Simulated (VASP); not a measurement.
A run of VASP 6.6.1 is set up as follows.

File POSCAR:

```
AlRu
1.0
    2.9935859682      0.0777554797      0.0777554797
    0.0777554797      2.9935859682      0.0777554797
    0.0777554797      0.0777554797      2.9935859682
Al Ru
1 1
Direct
    0.0000000000      0.0000000000      0.0000000000
    0.5000000000      0.5000000000      0.5000000000
```

File INCAR.step1:

```
SYSTEM = AlRu
PREC     = Accurate       ! precision mode
ENCUT    = 520            ! plane-wave cutoff, eV
ISMEAR   = 0              ! smearing method
SIGMA    = 0.15           ! smearing width, eV
LREAL    = .FALSE.        ! projectors in reciprocal space
LASPH    = .TRUE.         ! aspherical terms in the spheres
NELM     = 80             ! most SCF steps
NBANDS   = 16             ! bands
GGA      = PE             ! functional
ALGO     = Normal         ! electronic algorithm
EDIFF    = 1E-4           ! SCF threshold, eV
LWAVE    = .TRUE.         ! write WAVECAR
LCHARG   = .FALSE.        ! write CHGCAR
```

INCAR.step2

```
SYSTEM = AlRu
PREC     = Accurate       ! precision mode
ENCUT    = 520            ! plane-wave cutoff, eV
EDIFF    = 1E-7           ! SCF threshold, eV
ISMEAR   = 0              ! smearing method
SIGMA    = 0.15           ! smearing width, eV
LREAL    = .FALSE.        ! projectors in reciprocal space
LASPH    = .TRUE.         ! aspherical terms in the spheres
NELM     = 80             ! most SCF steps
ALGO     = Normal         ! electronic algorithm
ISIF     = 2              ! what is computed and relaxed
LWAVE    = .FALSE.        ! write WAVECAR
LCHARG   = .FALSE.        ! write CHGCAR
METAGGA  = R2SCAN         ! meta-GGA
LMIXTAU  = .TRUE.       
NBANDS   = 16             ! bands
ISTART   = 1
```

Contents of KPOINTS:

```
Automatic mesh
0
G
  22 22 22
  0 0 0
```

Potentials or basis: VASP PAW PBE potentials, release 64 (Al, Ru_pv).

The run is started by

```bash
$ cat potpaw_PBE.64/Al/POTCAR potpaw_PBE.64/Ru_pv/POTCAR > POTCAR
$ cp INCAR.step1 INCAR
$ mpirun -np 1 vasp_std > vasp.out
$ cp INCAR.step2 INCAR
$ mpirun -np 1 vasp_std > vasp.out
```

Task: What does it give for the pressure?

Result: -0.8 GPa.

Task: Estimate the band gap on the k mesh.

Result: Zero (an odd number of electrons rules out a gap without spin polarisation).

Stress tensor (GPa, compression positive):
```
-0.77 -5.71 -5.71
-5.71 -0.77 -5.71
-5.71 -5.71 -0.77
```

Caveat: the PAW data sets were made with another functional, which shifts forces and pressure a little.
